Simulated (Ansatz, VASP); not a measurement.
**Two plane-wave programs on ZnCd3Te2**

```
Zn Cd Te
1.0
     7.45153    0.00000    0.00000
    -3.72576    6.45321    0.00000
     0.00000    0.00000    4.23966
Zn Cd Te
1 3 2
Direct
  0.00000 0.00000 0.00000
  0.50000 0.00000 0.50000
  0.50000 0.50000 0.50000
  0.00000 0.50000 0.50000
  0.33333 0.66667 0.00000
  0.66667 0.33333 0.00000
```

Change from the starting cell: species swapped into the CeB2Rh3 type (P6/mmm, No. 191).

Alike in both runs: functional PBE; k mesh 3 × 3 × 6; occupations gaussian, width 0.1 eV; no spin polarisation.

Ansatz relaxed the structure, and its values are those at the end. VASP's run is a single point on that final structure, the one shown.

|  | VASP | Ansatz |
| --- | --- | --- |
| version | VASP 6.6.1 | Ansatz 0.2.0 |
| potentials or method | VASP PAW PBE potentials, release 64 (Zn, Cd, Te), cutoff 520 eV | scalar-relativistic, plane waves, PAW |
| valence electrons in the cell | 60 | 104 |

|  | VASP | Ansatz | Ansatz less VASP |
| --- | --- | --- | --- |
| gap on the k mesh at the Fermi level (eV) | none | none | - |
| pressure (GPa) | 0.3 | 0.2 | -0.10 |

A gap of «none» marks a metal or a gap that the smearing closes. VASP's potentials hold 60 valence electrons a cell and Ansatz's 104, so a difference there can come from the potentials and not from the codes.

Neither program's run includes spin-orbit coupling.
